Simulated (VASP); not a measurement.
A run of VASP 6.6.1 is set up as follows.

The input INCAR:

```
SYSTEM = WS2
  ALGO = Normal
  EDIFF = 1E-6
  ENCUT = 520
  GGA = PE
  ISIF = 2
  ISMEAR = -1
  IVDW = 12
  LASPH = .True.
  LCHARG = .False.
  LREAL = Auto
  LWAVE = .False.
  NBANDS = 93
  NELM = 100
  PREC = Accurate
  SIGMA = 0.1034
```

Contents of KPOINTS:

```
Automatic mesh
0
Gamma
  2 2 2
  0.5 0.5 0.5
```

POSCAR

```
WS2
1.0
   -6.3991163519      0.0000000000      0.0000000000
   -1.5997790880      0.9236328871      6.2444357483
   -1.5997790880      8.3126959837      0.0000000000
W S
6 12
Direct
    0.5005610768      0.0147843622     -0.0003183472
    0.6935514053     -0.0130176694      0.3301213653
    0.8371863698     -0.0319119306      0.6721965918
    0.0180989148     -0.0263561043     -0.0033749141
    0.1667729342     -0.0029232425      0.3470655018
    0.3492174448      0.0069567535      0.6564079240
    1.0034991010      0.2116855795      0.7425308527
    0.1659918541      0.2406798725      0.0809725456
    0.3738956101      0.2626455081      0.4065209383
    0.5085585905      0.2645617741      0.7451866467
    0.6956972826      0.2525656542      0.0551037902
    0.8168740212      0.2448722449      0.4404293082
    0.1306709073      0.7041465678      0.7776421856
    0.2775973383      0.7331184409      0.1458212474
    0.4632009678      0.7408028822      0.4613769230
    0.6507985003      0.7582531378      0.8128273280
    0.7594715177      0.7595227481      0.1330013528
    0.9484089913      0.7117334823      0.4725634808
```

Potentials or basis: VASP PAW PBE potentials, release 64 (W_sv, S).

The run is started by

```console
$ cat potpaw_PBE.64/W_sv/POTCAR potpaw_PBE.64/S/POTCAR > POTCAR
$ mpirun -np 1 vasp_std > vasp.out
```

Question: Estimate the largest force.

Answer: 7.023 eV/Å.

Question: Predict the dispersion energy per atom.

Answer: -0.410 eV.

Question: Estimate the band gap on the k mesh.

Answer: 1.43 eV, indirect (least direct gap 1.55 eV).

Question: Estimate the pressure.

Answer: -3.5 GPa.

Forces on the atoms (eV/Å):
```
W    0.415 -0.688 -0.963
W    1.411 -0.123  1.492
W   -3.411 -3.444  3.689
W    0.737 -0.924  0.385
W   -0.137 -1.548 -0.090
W   -0.445  0.150 -2.402
S   -1.033  0.723  1.282
S    0.416  0.926 -0.020
S    1.631  0.079 -1.434
S    0.272  0.098 -1.242
S   -0.093  1.742 -0.579
S   -1.496 -1.432 -0.646
S   -1.307  1.665  1.679
S   -0.831  0.088  1.000
S    0.072  0.796  1.020
S    5.848  1.946 -3.367
S   -1.322 -0.125 -1.417
S   -0.727  0.072  1.612
```

Caveat: spin-orbit coupling is left out, which moves the levels of the heavy elements; forces of over 1 eV/Å act on the atoms, so gaps and moduli don't describe the material at rest. A k mesh can miss the band edges.
